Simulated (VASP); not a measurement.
Here is a VASP 6.6.1 calculation.

INCAR

```
SYSTEM = K3Ru2
PREC = Accurate
ENCUT = 520
EDIFF = 1E-7
ISMEAR = 0
SIGMA = 0.1
LREAL = .False.
LASPH = .True.
NELM = 80
ALGO = Fast
ISIF = 2
LWAVE = .False.
LCHARG = .False.
GGA = PE
NBANDS = 36
```

The input KPOINTS:

```
Automatic mesh
0
Gamma
  12 12 4
  0 0 0
```

File POSCAR:

```
K3Ru2
1.0
    4.0447409257      0.0000000000      0.0000000000
   -2.0223704628      3.5028483934      0.0000000000
    0.0000000000      0.0000000000     14.0597943970
K Ru
3 2
Direct
    0.0000000000      0.0000000000      0.0472913157
    0.6666666667      0.3333333333      0.4423488735
    0.3333333333      0.6666666667      0.7479366759
    0.3333333333      0.6666666667      0.2404474787
    0.0000000000      0.0000000000      0.2714713559
```

Potentials or basis: VASP PAW PBE potentials, release 64 (K_sv, Ru_pv).

Run with:

```console
$ cat potpaw_PBE.64/K_sv/POTCAR potpaw_PBE.64/Ru_pv/POTCAR > POTCAR
$ mpirun -np 1 vasp_std > vasp.out
```

Predict the pressure.

0.0 GPa.

What does it give for the band gap on the k mesh?

Zero (an odd number of electrons rules out a gap without spin polarisation).

Forces in eV/Å, atoms in the order of the input:
```
K    0.000  0.000 -0.002
K    0.000  0.000  0.001
K    0.000  0.000  0.000
Ru   0.000  0.000 -0.014
Ru   0.000  0.000  0.015
```
